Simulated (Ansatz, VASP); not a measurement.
# One calculation of CoSn2, two programs

The input INCAR:

```
PREC = Accurate
ENCUT = 520
EDIFF = 1E-6
ISMEAR = 1
SIGMA = 0.05
LREAL = False
LASPH = True
NELM = 100
ALGO = Fast
ISIF = 2
LWAVE = False
LCHARG = False
GGA = PS
NBANDS = 46
```

KPOINTS

```
regular mesh
0
Gamma
  8 8 8
```

The input POSCAR:

```
CoSn2
1.0
   -3.1825000000      3.1825000000      2.7285000000
    3.1825000000     -3.1825000000      2.7285000000
    3.1825000000      3.1825000000     -2.7285000000
Co Sn
2 4
Direct
    0.2500000000      0.2500000000      0.0000000000
    0.7500000000      0.7500000000      0.0000000000
    0.6580000000      0.1580000000      0.8160000000
    0.1580000000      0.3420000000      0.5000000000
    0.3420000000      0.8420000000      0.1840000000
    0.8420000000      0.6580000000      0.5000000000
```

Input for Ansatz:

```yaml
crystal:
  lattice:
    - [-3.1825, 3.1825, 2.7285]
    - [3.1825, -3.1825, 2.7285]
    - [3.1825, 3.1825, -2.7285]
  atoms:
    - { symbol: Co, position: [0.25, 0.25, 0.0] }
    - { symbol: Co, position: [0.75, 0.75, 0.0] }
    - { symbol: Sn, position: [0.658, 0.158, 0.816] }
    - { symbol: Sn, position: [0.158, 0.342, 0.5] }
    - { symbol: Sn, position: [0.342, 0.842, 0.184] }
    - { symbol: Sn, position: [0.842, 0.658, 0.5] }
basis:
  ecutwfc: 420
kpoints:
  mp_grid: { grid: [8, 8, 8] }
hamiltonian:
  xc: pbesol
scf:
  occupations: { method: methfessel_paxton, width: 0.05 }
output:
  forces: true
  stress: true
  eigenvalues: true
```

Alike in both runs: task single point; functional PBEsol; k mesh 8 × 8 × 8; occupations methfessel-paxton of order 1, width 0.05 eV; no spin polarisation.

```csv
,VASP,Ansatz
version,VASP 6.6.1,Ansatz 0.2.0
potentials or method,"VASP PAW PBE potentials, release 64 (Co, Sn_d), cutoff 520 eV","scalar-relativistic, plane waves, PAW"
valence electrons in the cell,74,90
```

```tsv
	VASP	Ansatz	Ansatz less VASP
gap on the k mesh at the Fermi level (eV)	none	none	-
pressure (GPa)	-4.2	-4.1	+0.07
traceless stress, the component that is largest in VASP (GPa)	-0.47	-0.49	-0.015
rms of the force components (eV/Å)	0.417	0.415	-0.0017
```

VASP's potentials were made for PBE, not for PBEsol. Atom by atom the forces differ by 0.002 eV/Å (rms over components). A gap of «none» marks a metal or a gap that the smearing closes. VASP's potentials hold 74 valence electrons a cell and Ansatz's 90, so a difference there can come from the potentials and not from the codes.
